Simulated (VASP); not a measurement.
Crystal: AlCu6.

```
CELL_PARAMETERS angstrom
0.00000 3.57216 3.57216
3.57216 0.00000 3.57216
3.57216 3.57216 0.00000
ATOMIC_POSITIONS crystal
Al 0.50000 0.50000 0.50000
Cu 0.50000 0.00000 0.00000
Cu 0.00000 0.50000 0.50000
Cu 0.00000 0.50000 0.00000
Cu 0.50000 0.00000 0.50000
Cu 0.00000 0.00000 0.50000
Cu 0.50000 0.50000 0.00000
```

The cell was generated, and may not be a known phase.

```yaml
Program: VASP 6.6.1
Task: relaxation of cell and atoms
Functional: PBE
Potentials_or_basis: VASP PAW PBE potentials, release 64 (Al, Cu)
Cutoff: 600 eV
k_mesh: 4 × 4 × 4
Occupations: gaussian, width 0.2 eV
Spin: no spin polarisation
```

At the start: pressure 4.4 GPa; volume 13.02 Å³/atom.

**Question.** Where does the relaxation end?

**Answer.** Over 3 steps the energy falls by 6.8 meV/atom and the volume is 13.52 Å³/atom (+3.8 %); space group Fm-3m (No. 225, to 0.1 Å) before and after.

The path:
| step | energy change (eV) | largest force (eV/Å) | pressure (GPa) | volume (Å³) |
| --- | --- | --- | --- | --- |
| 1 | 0.0000 | 0.0000 | 4.40 | 91.16 |
| 2 | -0.0410 | 0.0000 | -1.74 | 95.97 |
| 3 | -0.0475 | 0.0000 | 0.00 | 94.64 |

Final structure:
```xyz
7
Lattice="0.0000 3.6170 3.6170 3.6170 0.0000 3.6170 3.6170 3.6170 0.0000" Properties=species:S:1:pos:R:3 pbc="T T T"
Al    3.6170    3.6170    3.6170
Cu    0.0000    1.8085    1.8085
Cu    3.6170    1.8085    1.8085
Cu    1.8085    0.0000    1.8085
Cu    1.8085    3.6170    1.8085
Cu    1.8085    1.8085    0.0000
Cu    1.8085    1.8085    3.6170
```

Caveat: the k points lie up to 0.38 Å⁻¹ apart in the final cell, too coarse for converged energies and pressures of a metal.
